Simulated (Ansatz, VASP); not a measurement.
KRh3 in VASP and in Ansatz

```
K Rh
1.0
     4.08776    0.00000    0.00000
     0.00000    4.08776    0.00000
     0.00000    0.00000    4.08776
K Rh
1 3
Cartesian
  0.0000 0.0000 0.0000
  0.0000 2.0439 2.0439
  2.0439 0.0000 2.0439
  2.0439 2.0439 0.0000
```

Alike in both runs: functional PBE; k mesh 12 × 12 × 12; occupations gaussian, width 0.1 eV; no spin polarisation.

Ansatz relaxed the structure, and its values are those at the end. VASP's run is a single point on that final structure, the one shown.

|  | VASP | Ansatz |
| --- | --- | --- |
| version | VASP 6.6.1 | Ansatz 0.2.0 |
| potentials or method | VASP PAW PBE potentials, release 64 (K_sv, Rh_pv), cutoff 520 eV | scalar-relativistic, plane waves, PAW |
| valence electrons in the cell | 54 | 60 |

```csv
,VASP,Ansatz,Ansatz less VASP
gap on the k mesh at the Fermi level (eV),none,none,-
pressure (GPa),0.4,0.0,-0.43
```

A gap of «none» marks a metal or a gap that the smearing closes. VASP's potentials hold 54 valence electrons a cell and Ansatz's 60, so a difference there can come from the potentials and not from the codes.
